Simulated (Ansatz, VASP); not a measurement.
## One calculation of BaS, two programs

File INCAR:

```
PREC = Accurate
ENCUT = 520
EDIFF = 1E-6
ISMEAR = -1
SIGMA = 0.05
LREAL = False
LASPH = True
NELM = 60
ALGO = Normal
ISIF = 2
LWAVE = False
LCHARG = False
GGA = PE
NBANDS = 15
```

The input KPOINTS:

```
regular mesh
0
Gamma
  10 10 10
```

Contents of POSCAR:

```
BaS
1.0
    2.8296859818      0.0000000000      0.0000000000
    0.0000000000      2.8296859818      0.0000000000
    0.0000000000      0.0000000000      2.8296859818
Ba S
1 1
Direct
    0.0000000000      0.0000000000      0.0000000000
    0.5000000000      0.5000000000      0.5000000000
```

Input for Ansatz:

```yaml
crystal:
  lattice:
    - [2.8296859818, 0.0, 0.0]
    - [0.0, 2.8296859818, 0.0]
    - [0.0, 0.0, 2.8296859818]
  atoms:
    - { symbol: Ba, position: [0.0, 0.0, 0.0] }
    - { symbol: S, position: [0.5, 0.5, 0.5] }
kpoints:
  mp_grid: { grid: [10, 10, 10] }
scf:
  occupations: { method: fermi_dirac, width: 0.05 }
hamiltonian:
  xc: pbe
  pseudopotentials: { kind: paw, level: accurate }
output:
  forces: true
  stress: true
  eigenvalues: true
  write_density: true
  write_potential: true
  elf: true
  volumetric_format: npy
```

Alike in both runs: task single point; functional PBE; k mesh 10 × 10 × 10; occupations fermi-dirac, width 0.05 eV; no spin polarisation.

|  | VASP | Ansatz |
| --- | --- | --- |
| version | VASP 6.6.1 | Ansatz 0.2.0 |
| potentials or method | VASP PAW PBE potentials, release 64 (Ba_sv, S) | PAW with other files of Ansatz's library (level accurate), scalar-relativistic |
| plane-wave cutoff (eV) | 520 | 580 |
| valence electrons in the cell | 16 | 16 |

VASP gave:

* pressure (GPa): 294.5

**Question.** Which values does Ansatz return?

**Answer.** Pressure (GPa): 245.9.

The pressures are high and differ by over a tenth, so treat them with care. Ansatz's warnings: written density without core change.

Neither program's run includes spin-orbit coupling. Noted on VASP's run: the cell as given lies far from equilibrium.
